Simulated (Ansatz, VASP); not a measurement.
**ZrO2 in VASP and in Ansatz**

```xyz
6
Lattice="3.6209 0.0000 0.0000 0.0000 3.6209 0.0000 0.0000 0.0000 5.2830" Properties=species:S:1:pos:R:3 pbc="T T T"
Zr    0.0000    0.0000    0.0000
Zr    1.8105    1.8105    2.6415
O     0.0000    1.8105    1.0181
O     0.0000    1.8105    3.6596
O     1.8105    0.0000    1.6234
O     1.8105    0.0000    4.2649
```

Alike in both runs: functional PBE; k mesh 6 × 6 × 4; no spin polarisation.

Ansatz relaxed the structure, and its values are those at the end. VASP's run is a single point on that final structure, the one shown.

```csv
,VASP,Ansatz
version,VASP 6.6.1,Ansatz 0.2.0
potentials or method,"VASP PAW PBE potentials, release 64 (Zr_sv, O), cutoff 600 eV","plane waves, PAW"
occupations,"gaussian, width 0.01 eV",fixed
valence electrons in the cell,48,48
```

|  | VASP | Ansatz | Ansatz less VASP |
| --- | --- | --- | --- |
| pressure (GPa) | 0.1 | 0.0 | -0.11 |
| rms of the force components (eV/Å) | 0.010 | 0.000 | -0.0102 |
